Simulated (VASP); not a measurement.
# LiF (P6_3mc) in VASP: further runs, part 2 of 2

VASP 6.6.1. Earlier steps stand in the parts before.

### Step 3. Single point, PBE

The input, INCAR:

```
ALGO = Normal ; EDIFF = 1E-6
ENCUT = 520 ; GGA = PE
ISIF = 2 ; ISMEAR = 0
LASPH = T ; LCHARG = F
LREAL = F ; LWAVE = F
NBANDS = 18 ; NELM = 100
PREC = Accurate ; SIGMA = 0.05
```

The input, KPOINTS:

```
k-points
0
Gamma
  9 9 6
```

The input, POSCAR:

```
LiF
1.0
    3.0932795901      0.0000000000      0.0000000000
   -1.5466397950      2.6788587060      0.0000000000
    0.0000000000      0.0000000000      5.0058543606
Li F
2 2
Direct
    0.3333333333      0.6666666667      0.3912714954
    0.6666666667      0.3333333333      0.8912714954
    0.3333333333      0.6666666667      0.9939266766
    0.6666666667      0.3333333333      0.4939266766
```

Potentials or basis: VASP PAW PBE potentials, release 64 (Li_sv, F).

The run is started by

```
$ cat potpaw_PBE.64/Li_sv/POTCAR potpaw_PBE.64/F/POTCAR > POTCAR
$ mpirun -np 1 vasp_std > vasp.out
```

OUTCAR:

```text
EDIFF = 1E-6
   ENCUT = 520
   GGA = PE
   ISIF = 2
   ISMEAR = 0
   LASPH = T
   LREAL = F
   NELM = 100
   PREC = Accurate

 ion  position               nearest neighbor table
   1  0.333  0.667  0.391-   4 1.86   4 1.86   4 1.86   3 1.99
   2  0.667  0.333  0.891-   3 1.86   3 1.86   3 1.86   4 1.99
   3  0.333  0.667  0.994-   2 1.86   2 1.86   2 1.86   1 1.99
   4  0.667  0.333  0.494-   1 1.86   1 1.86   1 1.86   2 1.99

  LATTYP: Found a hexagonal cell.
 ALAT       =     3.0932795901
 C/A-ratio  =     1.6183000000

  Lattice vectors:

 A1 = (   3.0932795901,   0.0000000000,   0.0000000000)
 A2 = (  -1.5466397950,   2.6788587060,   0.0000000000)
 A3 = (   0.0000000000,   0.0000000000,   5.0058543606)

Analysis of symmetry for initial positions (statically):
=====================================================================
 Subroutine PRICEL returns:
 Original cell was already a primitive cell.

 Routine SETGRP: Setting up the symmetry group for a
 hexagonal supercell.

 Subroutine GETGRP returns: Found 12 space group operations
 (whereof  6 operations were pure point group operations)
 out of a pool of 24 trial point group operations.

The static configuration has the point symmetry C_3v.
 The point group associated with its full space group is C_6v.

Analysis of symmetry for dynamics (positions and initial velocities):
=====================================================================
 Subroutine PRICEL returns:
 Original cell was already a primitive cell.

 Routine SETGRP: Setting up the symmetry group for a
 hexagonal supercell.

 Subroutine GETGRP returns: Found 12 space group operations
 (whereof  6 operations were pure point group operations)
 out of a pool of 24 trial point group operations.

The dynamic configuration has the point symmetry C_3v.
 The point group associated with its full space group is C_6v.

 Subroutine INISYM returns: Found 12 space group operations
 (whereof  6 operations are pure point group operations),
 and found     1 'primitive' translations

----------------------------------------------------------------------------------------

                                     Primitive cell

  volume of cell :      41.4808

  direct lattice vectors                    reciprocal lattice vectors
     3.093279590  0.000000000  0.000000000     0.323281479  0.186646649  0.000000000
    -1.546639795  2.678858706  0.000000000     0.000000000  0.373293298  0.000000000
     0.000000000  0.000000000  5.005854361     0.000000000  0.000000000  0.199766099

  length of vectors
     3.093279590  3.093279590  5.005854361     0.373293298  0.373293298  0.199766099

  position of ions in fractional coordinates (direct lattice)
     0.333333333  0.666666667  0.391271495
     0.666666667  0.333333333  0.891271495
     0.333333333  0.666666667  0.993926677
     0.666666667  0.333333333  0.493926677

  ion indices of the primitive-cell ions
   primitive index   ion index
                 1           1
                 2           2
                 3           3
                 4           4

----------------------------------------------------------------------------------------

 KPOINTS: k-points

Automatic generation of k-mesh.
 Grid dimensions read from file:
 generate k-points for:    9    9    6

 Generating k-lattice:

  Cartesian coordinates                     Fractional coordinates (reciprocal lattice)
     0.035920164  0.020738517  0.000000000     0.111111111  0.000000000  0.000000000
     0.000000000  0.041477033  0.000000000     0.000000000  0.111111111  0.000000000
     0.000000000  0.000000000  0.033294350     0.000000000  0.000000000  0.166666667

  Length of vectors
     0.041477033  0.041477033  0.033294350

  Shift w.r.t. Gamma in fractional coordinates (k-lattice)
     0.000000000  0.000000000  0.000000000

 Subroutine IBZKPT returns following result:
 ===========================================

 Found     48 irreducible k-points:

 Following reciprocal coordinates:
            Coordinates               Weight
  0.000000  0.000000  0.000000      1.000000
  0.111111  0.000000  0.000000      6.000000
  0.222222 -0.000000  0.000000      6.000000
  0.333333 -0.000000  0.000000      6.000000
  0.444444 -0.000000  0.000000      6.000000
  0.111111  0.111111  0.000000      6.000000
[... 16 lines left out ...]
  0.333333  0.222222  0.166667     24.000000
  0.333333  0.333333  0.166667      4.000000
 [... further k-points ...]
   k-points           NKPTS =     48   k-points in BZ     NKDIM =     48   number of bands    NBANDS=     18
   number of dos      NEDOS =    301   number of ions     NIONS =      4
   total plane-waves  NPLWV =  23040
   dimension x,y,z NGX =    24 NGY =   24 NGZ =   40
   dimension x,y,z NGXF=    48 NGYF=   48 NGZF=   80
   ions per type =               2   2
   NGX,Y,Z   is equivalent  to a cutoff of  12.90, 12.90, 13.28 a.u.
   NGXF,Y,Z  is equivalent  to a cutoff of  25.80, 25.80, 26.57 a.u.
 SYSTEM =  unknown system
   PREC   = accura    normal or accurate (medium, high low for compatibility)
   ISTART =      0    job   : 0-new  1-cont  2-samecut
   ICHARG =      2    charge: 1-file 2-atom 10-const
   ISPIN  =      1    spin polarized calculation?
   LNONCOLLINEAR =      F non collinear calculations
   LSORBIT =      F    spin-orbit coupling
   LASPH  =      T    aspherical Exc in radial PAW
   ENCUT  =  520.0 eV  38.22 Ry    6.18 a.u.   5.75  5.75  9.31*2*pi/ulx,y,z
   NELM   =    100;   NELMIN=  2; NELMDL= -5     # of ELM steps
   EDIFF  = 0.1E-05   stopping-criterion for ELM
   LREAL  =      F    real-space projection
[... 7 lines left out ...]
   TEBEG  =    0.0;   TEEND  =   0.0 temperature during run
   PSTRESS=    0.0 pullay stress
   NELECT =      20.0000    total number of electrons
   NUPDOWN=      -1.0000    fix difference up-down
   EMIN   =  10.00;   EMAX   =-10.00  energy-range for DOS
   EFERMI =   0.00;   METHOD = LEGACY
   ISMEAR =     0;   SIGMA  =   0.05  broadening in eV -4-tet -1-fermi 0-gaus
   EFERMI_NEDOS =   21; number of points for ismear=-14 and -15
   IALGO  =     38    algorithm
   IMIX   =      4    mixing-type and parameters
     AMIX     =   0.40;   BMIX     =  1.00
     AMIX_MAG =   1.60;   BMIX_MAG =  1.00
  volume/ion in A,a.u.               =      10.37        69.98
  Fermi-wavevector in a.u.,A,eV,Ry     =   1.283716  2.425872 22.421420  1.647928
  Thomas-Fermi vector in A             =   2.415953
   LORBIT       =      0    0 simple, 1 ext, 2 COOP (PROOUT), +10 PAW based schemes
   GGA     = PE    functional components
   LHFCALC =     F    Hartree Fock is set to
   AEXX    =    0.0000 exact exchange contribution
   IVDW    =     0    specifies the selected vdW correction
   LEPSILON=     F    determine dielectric tensor
   LRPA    =     F    only Hartree local field effects (RPA)
 non-spin polarized calculation
 Gauss-broadening in eV      SIGMA  =   0.05
  energy-cutoff  :      520.00
  volume of cell :       41.48
 maximum number of plane-waves:      1134
 NGX is ok and might be reduce to    24

 number of electron      19.9999961 magnetization

 Free energy of the ion-electron system (eV)
  ---------------------------------------------------
  ext. energy  EPLUGINS =         0.00000000
  ---------------------------------------------------
  free energy    TOTEN  =       -19.27841136 eV

  energy without entropy =      -19.27841136  energy(sigma->0) =      -19.27841136

 E-fermi :  -2.4027     XC(G=0):  -8.6400

 val. band max:       -2.6541875932   @ k =   0.0000   0.0000   0.0000
 cond. band min:       4.9105264537   @ k =   0.0000   0.0000   0.0000
 fundamental gap:      7.5647140468
 Fermi energy:        -2.4026612518

 k-point     1 :       0.0000    0.0000    0.0000
  band No.  band energies     occupation
      1     -43.2159      2.00000
      2     -43.1872      2.00000
      3     -22.0347      2.00000
      4     -21.8209      2.00000
      5      -4.7163      2.00000
      6      -3.0834      2.00000
[... 10 lines left out ...]
     17      16.7447      0.00000
     18      16.7482      0.00000
[... 463 lines left out ...]
 k-point    24 :       0.3333    0.3333    0.1667
  band No.  band energies     occupation
      1     -43.1773      2.00000
      2     -43.1773      2.00000
      3     -21.8378      2.00000
      4     -21.8378      2.00000
      5      -4.5484      2.00000
      6      -3.7883      2.00000
[... 10 lines left out ...]
     17      15.4271      0.00000
     18      18.0609      0.00000

 [... further k-points ...]

------------------------ aborting loop because EDIFF is reached ----------------------------------------

  FORCE on cell =-STRESS in cart. coord.  units (eV):
  Direction    XX          YY          ZZ          XY          YZ          ZX
  --------------------------------------------------------------------------------------
  -------------------------------------------------------------------------------------
  Total        0.3771844      0.3771844     -0.6570690      0.0000000      0.0000000      0.0000000
  in kB       14.5685763     14.5685763    -25.3789927      0.0000000      0.0000000      0.0000000
  external PRESSURE =       1.2527200 kB  Pullay stress =       0.0000000 kB

 VOLUME and BASIS-vectors are now :
 -----------------------------------------------------------------------------
  energy-cutoff  :      520.00
  volume of cell :       41.48
      direct lattice vectors                 reciprocal lattice vectors
     3.093279590  0.000000000  0.000000000     0.323281479  0.186646649  0.000000000
    -1.546639795  2.678858706  0.000000000     0.000000000  0.373293298  0.000000000
     0.000000000  0.000000000  5.005854361     0.000000000  0.000000000  0.199766099

 POSITION                                       TOTAL-FORCE (eV/Angst)
 -----------------------------------------------------------------------------------
     -0.00000      1.78591      1.95865        -0.000000      0.000000     -0.191165
      1.54664      0.89295      4.46158         0.000000     -0.000000     -0.191165
     -0.00000      1.78591      4.97545        -0.000000      0.000000      0.191165
      1.54664      0.89295      2.47253         0.000000     -0.000000      0.191165
 -----------------------------------------------------------------------------------
    total drift:                                0.000001      0.000001     -0.000058

  FREE ENERGIE OF THE ION-ELECTRON SYSTEM (eV)
  ---------------------------------------------------
  free  energy   TOTEN  =       -19.2784113643 eV

  energy  without entropy=      -19.2784113643  energy(sigma->0) =      -19.27841136
```

OSZICAR:

```text
N       E                     dE             d eps       ncg     rms          rms(c)
DAV:   1     0.122251487531E+03    0.12225E+03   -0.10756E+04  1728   0.119E+03
DAV:   2    -0.101696278569E+02   -0.13242E+03   -0.12959E+03  1970   0.299E+02
DAV:   3    -0.206174533905E+02   -0.10448E+02   -0.10393E+02  3262   0.624E+01
DAV:   4    -0.207133623907E+02   -0.95909E-01   -0.95770E-01  2162   0.743E+00
DAV:   5    -0.207146038254E+02   -0.12414E-02   -0.12411E-02  2278   0.682E-01    0.739E+00
DAV:   6    -0.192117247397E+02    0.15029E+01   -0.41726E+00  1830   0.153E+01    0.231E+00
DAV:   7    -0.192387666398E+02   -0.27042E-01   -0.12281E-01  1940   0.242E+00    0.151E+00
DAV:   8    -0.192784660058E+02   -0.39699E-01   -0.63853E-02  1934   0.242E+00    0.381E-01
DAV:   9    -0.192772556460E+02    0.12104E-02   -0.67049E-03  2390   0.697E-01    0.102E-01
DAV:  10    -0.192784231637E+02   -0.11675E-02   -0.16418E-03  1854   0.270E-01    0.519E-02
DAV:  11    -0.192784078916E+02    0.15272E-04   -0.62567E-05  2402   0.714E-02    0.102E-02
DAV:  12    -0.192784110862E+02   -0.31947E-05   -0.80453E-06  1868   0.216E-02    0.146E-03
DAV:  13    -0.192784113643E+02   -0.27804E-06   -0.21839E-07  1884   0.394E-03
   1 F= -.19278411E+02 E0= -.19278411E+02  d E =-.601301E-15
```

stdout:

```text
POSCAR found type information on POSCAR LiF
 POSCAR found :  2 types and       4 ions
 scaLAPACK will be used
 LDA part: xc-table for (Slater+PW92), standard interpolation
 POSCAR, INCAR and KPOINTS ok, starting setup
 FFT: planning ... GRIDC
 FFT: planning ... GRID_SOFT
 FFT: planning ... GRID
 WAVECAR not read
 entering main loop
```

Run time: 42 s. Hardware: 1 thread of Intel Xeon 8259CL, shared host; peak memory 0.17 GiB.

What came out:

| Item | Value |
| --- | --- |
| Free energy | -19.2784 eV |
| Largest force | 0.191 eV/Å |
| Band gap on the k mesh | 7.56 eV |

Forces on the atoms (eV/Å):
```
Li   0.000  0.000 -0.191
Li   0.000  0.000 -0.191
F    0.000  0.000  0.191
F    0.000  0.000  0.191
```

Caveat: the cutoff is under 1.25 times the usual one of these potentials, so pressure, stress and relaxed cells hold a basis-set (Pulay) error. A k mesh can miss the band edges.

### Step 4. Single point, PBE

This run uses another cell than the first one, of the same volume but with other edges.

The input, INCAR:

```
SYSTEM = LiF
ALGO = Normal
EDIFF = 1E-7
ENCUT = 520
GGA = PE
ISIF = 2
ISMEAR = 0
LASPH = .TRUE.
LCHARG = .TRUE.
LELF = .TRUE.
LREAL = .FALSE.
LVHAR = .TRUE.
LWAVE = .FALSE.
NBANDS = 18
NELM = 80
PREC = Accurate
SIGMA = 0.05
```

The input, KPOINTS:

```
k-points
0
G
  9 9 6
  0 0 0
```

The input, POSCAR:

```
LiF
1.0
    3.1599600852      0.0000000000      0.0000000000
   -1.5799800426      2.7366057088      0.0000000000
    0.0000000000      0.0000000000      4.7968194094
Li F
2 2
Direct
    0.3333333333      0.6666666667      0.3300704633
    0.6666666667      0.3333333333      0.8300704633
    0.3333333333      0.6666666667      0.9939266766
    0.6666666667      0.3333333333      0.4939266766
```

The run is started by

```
$ cat potpaw_PBE.64/Li_sv/POTCAR potpaw_PBE.64/F/POTCAR > POTCAR
$ mpirun -np 1 vasp_std > vasp.out
```

It took 48 s on 1 thread of Intel Xeon 8259CL, shared host; peak memory 0.16 GiB.

It converged, with:

* Free energy: -18.8836 eV
* Largest force: 1.956 eV/Å
* Band gap on the k mesh: 7.57 eV

Forces on the atoms (eV/Å):
```
Li   0.000  0.000  1.956
Li   0.000  0.000  1.956
F    0.000  0.000 -1.956
F    0.000  0.000 -1.956
```

Levels at points of the mesh, in eV from the valence-band top:
```csv
k point,band 8,band 9,band 10,band 11,band 12,band 13
"(0.00, 0.00, 0.00)",-0.22,0.00,0.00,7.57,12.00,14.86
"(0.00, 0.00, 0.50)",-0.18,-0.18,-0.18,9.12,9.12,18.14
```

Caveat: the cutoff is under 1.25 times the usual one of these potentials, so pressure, stress and relaxed cells hold a basis-set (Pulay) error; forces of over 1 eV/Å act on the atoms, so gaps and moduli don't describe the material at rest. A k mesh can miss the band edges.

### Step 5. Single point, PBE

The input, INCAR:

```
SYSTEM = LiF
ALGO = Normal
EDIFF = 1E-7
ENCUT = 520
GGA = PE
ISIF = 2
ISMEAR = 0
LASPH = .True.
LCHARG = .True.
LELF = .True.
LREAL = .False.
LVHAR = .True.
LWAVE = .False.
NBANDS = 18
NELM = 80
PREC = Accurate
SIGMA = 0.05
```

The input, KPOINTS:

```
k-points
0
Gamma
  9 9 6
  0 0 0
```

The input, POSCAR:

```
LiF
1.0
    3.0774506209      0.0000000000      0.0000000000
   -1.5387253104      2.6651504166      0.0000000000
    0.0000000000      0.0000000000      5.0574823504
Li F
2 2
Direct
    0.3333333333      0.6666666667      0.4218720114
    0.6666666667      0.3333333333      0.9218720114
    0.3333333333      0.6666666667      0.9939266766
    0.6666666667      0.3333333333      0.4939266766
```

The run is started by

```
$ cat potpaw_PBE.64/Li_sv/POTCAR potpaw_PBE.64/F/POTCAR > POTCAR
$ mpirun -np 1 vasp_std > vasp.out
```

Run time: 48 s. Hardware: 1 thread of Intel Xeon 8259CL, shared host; peak memory 0.17 GiB.

It converged, with:

| Quantity | Value |
| --- | --- |
| Free energy | -19.1768 eV |
| Largest force | 0.322 eV/Å |
| Band gap on the k mesh | 7.45 eV |

Forces in eV/Å, atoms in the order of the input:
```
Li   0.000  0.000 -0.322
Li   0.000  0.000 -0.322
F    0.000  0.000  0.322
F    0.000  0.000  0.322
```

Levels at points of the mesh, in eV from the valence-band top:
```
           k point  band 6  band 7  band 8  band 9  band 10  band 11  band 12  band 13  band 14  band 15
(0.00, 0.00, 0.00)   -0.57   -0.57   -0.34   -0.34     0.00     7.45    11.48    14.67    18.48    18.48
(0.00, 0.00, 0.50)   -1.19   -0.45   -0.45   -0.45    -0.45     9.15     9.15    16.76    16.76    18.73
```

Caveat: the cutoff is under 1.25 times the usual one of these potentials, so pressure, stress and relaxed cells hold a basis-set (Pulay) error. A k mesh can miss the band edges.

### Step 6. Summary

| cell | gap on the mesh (eV) | largest force (eV/Å) |
| --- | --- | --- |
| a = 3.093, b = 3.093, c = 5.006 Å, angles 90.0, 90.0, 120.0°, 4 atoms, atomic positions A | 7.62 | 0.48 |
| a = 3.093, b = 3.093, c = 5.006 Å, angles 90.0, 90.0, 120.0°, 4 atoms, atomic positions B | 7.56 | 0.19 |
| a = 3.160, b = 3.160, c = 4.797 Å, angles 90.0, 90.0, 120.0°, 4 atoms, atomic positions C | 7.57 | 1.96 |
| a = 3.077, b = 3.077, c = 5.057 Å, angles 90.0, 90.0, 120.0°, 4 atoms, atomic positions D | 7.45 | 0.32 |

Alike in all rows: task single point; level PBE; potentials or basis VASP PAW PBE potentials, release 64 (Li_sv, F); no spin polarisation; k mesh 9 × 9 × 6; cutoff (eV) 520; smearing gaussian 0.05 eV.

Caveats: the cutoff is under 1.25 times the usual one of these potentials, so pressure, stress and relaxed cells hold a basis-set (Pulay) error; forces of over 1 eV/Å act on the atoms, so gaps and moduli don't describe the material at rest (at least some runs).

Total energies depend on the potentials used, so only differences within one code and one set of settings carry meaning.
